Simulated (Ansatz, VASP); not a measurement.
**SiO2: VASP beside Ansatz**

File INCAR:

```
SYSTEM = SiO2
PREC = Accurate
ENCUT = 520
EDIFF = 1E-6
ISMEAR = 0
SIGMA = 0.1
LREAL = .False.
LASPH = .True.
NELM = 100
ALGO = Normal
ISIF = 2
LWAVE = .False.
LCHARG = .False.
GGA = PS
NBANDS = 25
```

KPOINTS

```
regular mesh
0
Gamma
  4 4 6
  0 0 0
```

Contents of POSCAR:

```
SiO2
1.0
    4.1865000000      0.0000000000      0.0000000000
    0.0000000000      4.1865000000      0.0000000000
    0.0000000000      0.0000000000      2.6684000000
Si O
2 4
Direct
    0.0000000000      0.0000000000      0.0000000000
    0.5000000000      0.5000000000      0.5000000000
    0.3059000000      0.3059000000      0.0000000000
    0.1941000000      0.8059000000      0.5000000000
    0.6941000000      0.6941000000      0.0000000000
    0.8059000000      0.1941000000      0.5000000000
```

Input for Ansatz:

```yaml
crystal:
  lattice:
    - [4.1865, 0.0, 0.0]
    - [0.0, 4.1865, 0.0]
    - [0.0, 0.0, 2.6684]
  atoms:
    - { symbol: Si, position: [0.0, 0.0, 0.0] }
    - { symbol: Si, position: [0.5, 0.5, 0.5] }
    - { symbol: O, position: [0.3059, 0.3059, 0.0] }
    - { symbol: O, position: [0.1941, 0.8059, 0.5] }
    - { symbol: O, position: [0.6941, 0.6941, 0.0] }
    - { symbol: O, position: [0.8059, 0.1941, 0.5] }
basis:
  ecutwfc: 420
kpoints:
  mp_grid: { grid: [4, 4, 6] }
hamiltonian:
  xc: pbesol
  pseudopotentials: { kind: paw, azcp: { folder: soft_1 } }
scf:
  occupations: { method: gaussian, width: 0.1 }
output:
  forces: true
  stress: true
  eigenvalues: true
```

Alike in both runs: task single point; functional PBEsol; k mesh 4 × 4 × 6; occupations gaussian, width 0.1 eV; no spin polarisation.

|  | VASP | Ansatz |
| --- | --- | --- |
| version | VASP 6.6.1 | Ansatz 0.2.0 |
| potentials or method | VASP PAW PBE potentials, release 64 (Si, O), cutoff 520 eV | scalar-relativistic, plane waves, PAW |
| valence electrons in the cell | 32 | 32 |

VASP gave:

| Quantity | Value |
| --- | --- |
| gap on the k mesh at the Fermi level (eV) | 5.50 |
| least direct gap on the mesh (eV) | 5.50 |
| pressure (GPa) | 3.2 |
| traceless stress, the component that is largest in VASP (GPa) | 1.64 |
| rms of the force components (eV/Å) | 0.022 |

**Question.** What did Ansatz give for the same quantities?

**Answer.** gap on the k mesh at the Fermi level (eV): 5.50; least direct gap on the mesh (eV): 5.50; pressure (GPa): 2.4; traceless stress, the component that is largest in VASP (GPa): 0.99; rms of the force components (eV/Å): 0.005.

VASP's potentials were made for PBE, not for PBEsol, and Ansatz warns of the same on its side. Atom by atom the forces differ by 0.017 eV/Å (rms over components). With one functional, cell and mesh, what is left measures potentials, basis and numerics.
